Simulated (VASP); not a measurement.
# In (Fmmm) in VASP: notebook

The runs below take In through single point, with PBE.

Program: VASP 6.6.1. These are calculated values, not measurements. Logs are shortened: lines on timing, memory, paths and dates and some standing lists are left out, and cuts for length are marked.

## 1. The cell of the first run

The structure is orthorhombic, space group Fmmm (No. 69). Conventional cell: a = 3.765 Å, b = 5.058 Å, c = 5.591 Å, α = 90.00°, β = 90.00°, γ = 90.00°. Within 4.1 Å of In (site symmetry mmm) lie 14 In at 3.15 to 3.77 Å.

## 2. Single point, PBE (strain -0.1000 x Voigt [0, 0, 0, 0, 0, 1])

Input file INCAR:

```
SYSTEM = In
PREC = Accurate
ENCUT = 520
EDIFF = 1E-7
ISMEAR = 0
SIGMA = 0.15
LREAL = .False.
LASPH = .True.
NELM = 80
ALGO = Fast
ISIF = 2
LWAVE = .False.
LCHARG = .False.
GGA = PE
NBANDS = 12
```

Input file KPOINTS:

```
Automatic mesh
0
Gamma
  18 18 18
  0 0 0
```

Input file POSCAR:

```
In
1.0
   -1.9766515020      1.9766515020      1.8825252400
    1.9766515020     -1.9766515020      1.8825252400
    1.7883989780      1.7883989780     -1.8825252400
In
1
Direct
    0.0000000000      0.0000000000      0.0000000000
```

Potentials or basis: VASP PAW PBE potentials, release 64 (In_d).

Run with:

```bash
$ cat potpaw_PBE.64/In_d/POTCAR > POTCAR
$ mpirun -np 1 vasp_std > vasp.out
```

OUTCAR:

```text
SYSTEM = In
   PREC = Accurate
   ENCUT = 520
   EDIFF = 1E-7
   ISMEAR = 0
   LREAL = .False.
   LASPH = .True.
   NELM = 80
   ISIF = 2
   GGA = PE

 ion  position               nearest neighbor table
   1  0.000  0.000  0.000-

  LATTYP: Found a face centered orthorhombic cell.
 ALAT       =     3.7650504800
 B/A-ratio  =     1.3435028843
 C/A-ratio  =     1.4849242405

  Lattice vectors:

 A1 = (  -0.1882525240,   3.7650504800,   0.0000000000)
 A2 = (  -1.9766515020,   1.9766515020,   1.8825252400)
 A3 = (   1.7883989780,   1.7883989780,   1.8825252400)

Analysis of symmetry for initial positions (statically):
=====================================================================
 Subroutine PRICEL returns:
 Original cell was already a primitive cell.

 Routine SETGRP: Setting up the symmetry group for a
 face centered orthorhombic supercell.

 Subroutine GETGRP returns: Found  8 space group operations
 (whereof  8 operations were pure point group operations)
 out of a pool of  8 trial point group operations.

The static configuration has the point symmetry D_2h.

Analysis of symmetry for dynamics (positions and initial velocities):
=====================================================================
 Subroutine PRICEL returns:
 Original cell was already a primitive cell.

 Routine SETGRP: Setting up the symmetry group for a
 face centered orthorhombic supercell.

 Subroutine GETGRP returns: Found  8 space group operations
 (whereof  8 operations were pure point group operations)
 out of a pool of  8 trial point group operations.

The dynamic configuration has the point symmetry D_2h.

 Subroutine INISYM returns: Found  8 space group operations
 (whereof  8 operations are pure point group operations),
 and found     1 'primitive' translations

----------------------------------------------------------------------------------------

                                     Primitive cell

  volume of cell :      26.6192

  direct lattice vectors                    reciprocal lattice vectors
    -1.976651502  1.976651502  1.882525240     0.013313318  0.266266354  0.265600689
     1.976651502 -1.976651502  1.882525240     0.266266354  0.013313318  0.265600689
     1.788398978  1.788398978 -1.882525240     0.279579672  0.279579672  0.000000000

  length of vectors
     3.370193407  3.370193407  3.152878540     0.376322656  0.376322656  0.395385364

  position of ions in fractional coordinates (direct lattice)
     0.000000000  0.000000000  0.000000000

  ion indices of the primitive-cell ions
   primitive index   ion index
                 1           1

----------------------------------------------------------------------------------------

 KPOINTS: Automatic mesh

Automatic generation of k-mesh.
 Grid dimensions read from file:
 generate k-points for:   18   18   18

 Generating k-lattice:

  Cartesian coordinates                     Fractional coordinates (reciprocal lattice)
     0.000739629  0.014792575  0.014755594     0.055555556  0.000000000  0.000000000
     0.014792575  0.000739629  0.014755594     0.000000000  0.055555556  0.000000000
     0.015532204  0.015532204  0.000000000     0.000000000  0.000000000  0.055555556

  Length of vectors
     0.020906814  0.020906814  0.021965854

  Shift w.r.t. Gamma in fractional coordinates (k-lattice)
     0.000000000  0.000000000  0.000000000

 Subroutine IBZKPT returns following result:
 ===========================================

 Found    865 irreducible k-points:

 Following reciprocal coordinates:
            Coordinates               Weight
  0.000000  0.000000  0.000000      1.000000
  0.055556 -0.000000  0.000000      8.000000
  0.111111 -0.000000  0.000000      8.000000
  0.166667  0.000000 -0.000000      8.000000
  0.222222 -0.000000 -0.000000      8.000000
  0.277778 -0.000000  0.000000      8.000000
[... 16 lines left out ...]
 -0.277778  0.055556  0.000000      8.000000
 -0.222222  0.055556  0.000000      8.000000
 [... further k-points ...]
   k-points           NKPTS =    865   k-points in BZ     NKDIM =    865   number of bands    NBANDS=     12
   number of dos      NEDOS =    301   number of ions     NIONS =      1
   total plane-waves  NPLWV =  18816
   dimension x,y,z NGX =    28 NGY =   28 NGZ =   24
   dimension x,y,z NGXF=    56 NGYF=   56 NGZF=   48
   ions per type =               1
   NGX,Y,Z   is equivalent  to a cutoff of  13.81, 13.81, 12.65 a.u.
   NGXF,Y,Z  is equivalent  to a cutoff of  27.62, 27.62, 25.31 a.u.
 SYSTEM =  In
   PREC   = accura    normal or accurate (medium, high low for compatibility)
   ISTART =      0    job   : 0-new  1-cont  2-samecut
   ICHARG =      2    charge: 1-file 2-atom 10-const
   ISPIN  =      1    spin polarized calculation?
   LNONCOLLINEAR =      F non collinear calculations
   LSORBIT =      F    spin-orbit coupling
   LASPH  =      T    aspherical Exc in radial PAW
   ENCUT  =  520.0 eV  38.22 Ry    6.18 a.u.   6.27  6.27  5.86*2*pi/ulx,y,z
   NELM   =     80;   NELMIN=  2; NELMDL= -5     # of ELM steps
   EDIFF  = 0.1E-06   stopping-criterion for ELM
   LREAL  =      F    real-space projection
   EDIFFG = 0.1E-05   stopping-criterion for IOM
   NSW    =      0    number of steps for IOM
   IBRION =     -1    ionic relax: 0-MD 1-quasi-New 2-CG
   NFREE  =      0    steps in history (QN), initial steepest desc. (CG)
   ISIF   =      2    stress and relaxation
   ISYM   =      2    0-nonsym 1-usesym 2-fastsym
   POTIM  = 0.5000    time-step for ionic-motion
   TEBEG  =    0.0;   TEEND  =   0.0 temperature during run
   PSTRESS=    0.0 pullay stress
   NELECT =      13.0000    total number of electrons
   NUPDOWN=      -1.0000    fix difference up-down
   EMIN   =  10.00;   EMAX   =-10.00  energy-range for DOS
   EFERMI =   0.00;   METHOD = LEGACY
   ISMEAR =     0;   SIGMA  =   0.15  broadening in eV -4-tet -1-fermi 0-gaus
   EFERMI_NEDOS =   21; number of points for ismear=-14 and -15
   IALGO  =     68    algorithm
   IMIX   =      4    mixing-type and parameters
     AMIX     =   0.40;   BMIX     =  1.00
     AMIX_MAG =   1.60;   BMIX_MAG =  1.00
  volume/ion in A,a.u.               =      26.62       179.64
  Fermi-wavevector in a.u.,A,eV,Ry     =   1.289212  2.436257 22.613785  1.662066
  Thomas-Fermi vector in A             =   2.421118
   LORBIT       =      0    0 simple, 1 ext, 2 COOP (PROOUT), +10 PAW based schemes
   GGA     = PE    functional components
   LHFCALC =     F    Hartree Fock is set to
   AEXX    =    0.0000 exact exchange contribution
   IVDW    =     0    specifies the selected vdW correction
   LEPSILON=     F    determine dielectric tensor
   LRPA    =     F    only Hartree local field effects (RPA)
 non-spin polarized calculation
 RMM-DIIS sequential band-by-band and
 Gauss-broadening in eV      SIGMA  =   0.15
  energy-cutoff  :      520.00
  volume of cell :       26.62
 maximum number of plane-waves:       744
 NGX is ok and might be reduce to    28
   NGX = 13   NGY = 13   NGZ = 11

 number of electron      13.0000000 magnetization

 Free energy of the ion-electron system (eV)
  ---------------------------------------------------
  ext. energy  EPLUGINS =         0.00000000
  ---------------------------------------------------
  free energy    TOTEN  =        -2.53685677 eV

  energy without entropy =       -2.53195402  energy(sigma->0) =       -2.53440539

 E-fermi :   7.3580     XC(G=0): -10.1683

 val. band max:        7.3497556861   @ k =   0.3333   0.3333   0.0556
 cond. band min:       7.3581374463   @ k =  -0.2222   0.4444   0.3889
 fundamental gap:      0.0083817601
 Fermi energy:         7.3580424162

 k-point     1 :       0.0000    0.0000    0.0000
  band No.  band energies     occupation
      1      -7.4427      2.00000
      2      -7.3605      2.00000
      3      -7.2598      2.00000
      4      -7.0710      2.00000
      5      -7.0576      2.00000
      6      -2.0992      2.00000
      7      16.8092      0.00000
      8      18.2872      0.00000
      9      18.7103      0.00000
     10      20.1536      0.00000
     11      20.3337      0.00000
     12      20.6650      0.00000

 k-point     2 :       0.0556   -0.0000    0.0000
  band No.  band energies     occupation
      1      -7.4368      2.00000
      2      -7.3551      2.00000
      3      -7.2580      2.00000
      4      -7.0739      2.00000
      5      -7.0591      2.00000
      6      -2.0288      2.00000
      7      16.5310      0.00000
      8      17.6568      0.00000
      9      18.4319      0.00000
     10      19.5664      0.00000
     11      20.1662      0.00000
     12      21.0440      0.00000

 k-point     3 :       0.1111   -0.0000    0.0000
  band No.  band energies     occupation
      1      -7.4259      2.00000
      2      -7.3367      2.00000
      3      -7.2505      2.00000
      4      -7.0826      2.00000
      5      -7.0624      2.00000
      6      -1.8163      2.00000
      7      15.6333      0.00000
      8      16.2444      0.00000
      9      18.0227      0.00000
     10      18.7772      0.00000
     11      20.1420      0.00000
     12      20.7714      0.00000
[... 286 lines left out ...]
 k-point    23 :      -0.2778    0.0556    0.0000
  band No.  band energies     occupation
      1      -7.4327      2.00000
      2      -7.3131      2.00000
      3      -7.1422      2.00000
      4      -7.1025      2.00000
      5      -7.0632      2.00000
      6      -0.6303      2.00000
      7      11.1212      0.00000
      8      13.2978      0.00000
      9      16.2812      0.00000
     10      18.4592      0.00000
     11      19.7764      0.00000
     12      20.9492      0.00000

 k-point    24 :      -0.2222    0.0556    0.0000
  band No.  band energies     occupation
      1      -7.4282      2.00000
      2      -7.3229      2.00000
      3      -7.1900      2.00000
      4      -7.0953      2.00000
      5      -7.0629      2.00000
      6      -1.2002      2.00000
      7      12.8984      0.00000
      8      14.0258      0.00000
      9      16.8225      0.00000
     10      18.9845      0.00000
     11      20.2594      0.00000
     12      20.4772      0.00000

 [... further k-points ...]

------------------------ aborting loop because EDIFF is reached ----------------------------------------

  FORCE on cell =-STRESS in cart. coord.  units (eV):
  Direction    XX          YY          ZZ          XY          YZ          ZX
  --------------------------------------------------------------------------------------
  -------------------------------------------------------------------------------------
  Total        0.2846556      0.2846556      0.3485724      0.2228576     -0.0000000      0.0000000
  in kB       17.1330651     17.1330651     20.9801335     13.4135157     -0.0000000      0.0000000
  external PRESSURE =      18.4154213 kB  Pullay stress =       0.0000000 kB

 VOLUME and BASIS-vectors are now :
 -----------------------------------------------------------------------------
  energy-cutoff  :      520.00
  volume of cell :       26.62
      direct lattice vectors                 reciprocal lattice vectors
    -1.976651502  1.976651502  1.882525240     0.013313318  0.266266354  0.265600689
     1.976651502 -1.976651502  1.882525240     0.266266354  0.013313318  0.265600689
     1.788398978  1.788398978 -1.882525240     0.279579672  0.279579672  0.000000000

 POSITION                                       TOTAL-FORCE (eV/Angst)
 -----------------------------------------------------------------------------------
      0.00000      0.00000      0.00000         0.000000      0.000000      0.000000
 -----------------------------------------------------------------------------------
    total drift:                                0.000000     -0.000000     -0.000000

  FREE ENERGIE OF THE ION-ELECTRON SYSTEM (eV)
  ---------------------------------------------------
  free  energy   TOTEN  =        -2.5368567708 eV

  energy  without entropy=       -2.5319540166  energy(sigma->0) =       -2.53440539
```

Run time: 4.2 min. Hardware: 1 thread of Intel Xeon Platinum 8259CL at 2.50GHz (Skylake/Cascade Lake), shared host; peak memory 0.37 GiB.

Results:

```
Free energy            : -2.5369 eV
Pressure               : 1.8 GPa
Band gap on the k mesh : zero (an odd number of electrons rules out a gap without spin polarisation)
```

Stress tensor (GPa, compression positive):
```
1.71 1.34 0.00
1.34 1.71 0.00
0.00 0.00 2.10
```

Caveat: the cell differs from its parent crystal (strain -0.1000 x Voigt [0, 0, 0, 0, 0, 1]); spin-orbit coupling is left out, which moves the levels of the heavy elements.

## 3. Single point, PBE (strain +0.0875 x Voigt [0, 0, 0, 0, 0, 1])

Input file INCAR:

```
PREC = Accurate ; ENCUT = 520
EDIFF = 1E-6 ; ISMEAR = 0
SIGMA = 0.15 ; LREAL = F
LASPH = T ; NELM = 80
ALGO = Fast ; ISIF = 2
LWAVE = F ; LCHARG = T
GGA = PE ; LELF = T
LVHAR = T ; NBANDS = 12
```

Input file KPOINTS:

```
regular mesh
0
Gamma
  18 18 18
```

Input file POSCAR:

```
In
1.0
   -1.8001647608      1.8001647608      1.8825252400
    1.8001647608     -1.8001647608      1.8825252400
    1.9648857192      1.9648857192     -1.8825252400
In
1
Direct
    0.0000000000      0.0000000000      0.0000000000
```

Potentials or basis: VASP PAW PBE potentials, release 64 (In_d).

Run with:

```bash
$ cat potpaw_PBE.64/In_d/POTCAR > POTCAR
$ mpirun -np 1 vasp_std > vasp.out
```

OUTCAR:

```text
PREC = Accurate
   ENCUT = 520
   EDIFF = 1E-6
   ISMEAR = 0
   LREAL = F
   LASPH = T
   NELM = 80
   ISIF = 2
   GGA = PE

 ion  position               nearest neighbor table
   1  0.000  0.000  0.000-

  LATTYP: Found a face centered orthorhombic cell.
 ALAT       =     3.7650504800
 B/A-ratio  =     1.3523417191
 C/A-ratio  =     1.4760854057

  Lattice vectors:

 A1 = (   3.7650504800,   0.1647209584,   0.0000000000)
 A2 = (   1.9648857192,   1.9648857192,   1.8825252400)
 A3 = (   1.8001647608,  -1.8001647608,   1.8825252400)

Analysis of symmetry for initial positions (statically):
=====================================================================
 Subroutine PRICEL returns:
 Original cell was already a primitive cell.

 Routine SETGRP: Setting up the symmetry group for a
 face centered orthorhombic supercell.

 Subroutine GETGRP returns: Found  8 space group operations
 (whereof  8 operations were pure point group operations)
 out of a pool of  8 trial point group operations.

The static configuration has the point symmetry D_2h.

Analysis of symmetry for dynamics (positions and initial velocities):
=====================================================================
 Subroutine PRICEL returns:
 Original cell was already a primitive cell.

 Routine SETGRP: Setting up the symmetry group for a
 face centered orthorhombic supercell.

 Subroutine GETGRP returns: Found  8 space group operations
 (whereof  8 operations were pure point group operations)
 out of a pool of  8 trial point group operations.

The dynamic configuration has the point symmetry D_2h.

 Subroutine INISYM returns: Found  8 space group operations
 (whereof  8 operations are pure point group operations),
 and found     1 'primitive' translations

----------------------------------------------------------------------------------------

                                     Primitive cell

  volume of cell :      26.6349
[... 113 lines left out ...]
   LHFCALC =     F    Hartree Fock is set to
   AEXX    =    0.0000 exact exchange contribution
   IVDW    =     0    specifies the selected vdW correction
   LEPSILON=     F    determine dielectric tensor
   LRPA    =     F    only Hartree local field effects (RPA)
 non-spin polarized calculation
 RMM-DIIS sequential band-by-band and
 Gauss-broadening in eV      SIGMA  =   0.15
  energy-cutoff  :      520.00
  volume of cell :       26.63
 maximum number of plane-waves:       740
   NGX = 11   NGY = 11   NGZ = 13

 number of electron      13.0000003 magnetization

 Free energy of the ion-electron system (eV)
  ---------------------------------------------------
  ext. energy  EPLUGINS =         0.00000000
  ---------------------------------------------------
  free energy    TOTEN  =        -2.53956060 eV

  energy without entropy =       -2.53469958  energy(sigma->0) =       -2.53713009

 E-fermi :   7.3463     XC(G=0): -10.1667

 val. band max:        7.3374553015   @ k =  -0.1667  -0.3889   0.1667
 cond. band min:       7.3621482144   @ k =   0.3889   0.3333   0.0000
 fundamental gap:      0.0246929128
 Fermi energy:         7.3462533316

 k-point     1 :       0.0000    0.0000    0.0000
  band No.  band energies     occupation
      1      -7.4330      2.00000
      2      -7.3606      2.00000
      3      -7.2736      2.00000
      4      -7.0769      2.00000
      5      -7.0664      2.00000
      6      -2.1000      2.00000
      7      17.0030      0.00000
      8      18.2673      0.00000
      9      18.6872      0.00000
     10      20.1209      0.00000
     11      20.3137      0.00000
     12      20.8765      0.00000
[... 331 lines left out ...]
 k-point    24 :      -0.2222    0.0556   -0.0000
  band No.  band energies     occupation
      1      -7.4038      2.00000
      2      -7.3021      2.00000
      3      -7.2100      2.00000
      4      -7.1109      2.00000
      5      -7.0821      2.00000
      6      -1.1471      2.00000
      7      12.8306      0.00000
      8      15.2337      0.00000
      9      16.7562      0.00000
     10      17.7387      0.00000
     11      19.6520      0.00000
     12      20.5450      0.00000

 [... further k-points ...]

------------------------ aborting loop because EDIFF is reached ----------------------------------------

  FORCE on cell =-STRESS in cart. coord.  units (eV):
  Direction    XX          YY          ZZ          XY          YZ          ZX
  --------------------------------------------------------------------------------------
  -------------------------------------------------------------------------------------
  Total        0.2672918      0.2672918      0.3149514     -0.1854235      0.0000000      0.0000000
  in kB       16.0785136     16.0785136     18.9454008    -11.1538561      0.0000000      0.0000000
  external PRESSURE =      17.0341427 kB  Pullay stress =       0.0000000 kB

 VOLUME and BASIS-vectors are now :
 -----------------------------------------------------------------------------
  energy-cutoff  :      520.00
  volume of cell :       26.63
      direct lattice vectors                 reciprocal lattice vectors
    -1.800164761  1.800164761  1.882525240    -0.011642314  0.266110040  0.265600689
     1.800164761 -1.800164761  1.882525240     0.266110040 -0.011642314  0.265600689
     1.964885719  1.964885719 -1.882525240     0.254467726  0.254467726  0.000000000

 POSITION                                       TOTAL-FORCE (eV/Angst)
 -----------------------------------------------------------------------------------
      0.00000      0.00000      0.00000        -0.000000      0.000000     -0.000000
 -----------------------------------------------------------------------------------
    total drift:                               -0.000000     -0.000000      0.000000

  FREE ENERGIE OF THE ION-ELECTRON SYSTEM (eV)
  ---------------------------------------------------
  free  energy   TOTEN  =        -2.5395605975 eV

  energy  without entropy=       -2.5346995823  energy(sigma->0) =       -2.53713009
```

It took 2.6 min on 1 thread of Intel Xeon Platinum 8259CL at 2.50GHz (Skylake/Cascade Lake), shared host; peak memory 0.36 GiB.

Results:

```
Free energy            : -2.5396 eV
Pressure               : 1.7 GPa
Band gap on the k mesh : zero (an odd number of electrons rules out a gap without spin polarisation)
```

Caveat: the cell differs from its parent crystal (strain +0.0875 x Voigt [0, 0, 0, 0, 0, 1]); spin-orbit coupling is left out, which moves the levels of the heavy elements.
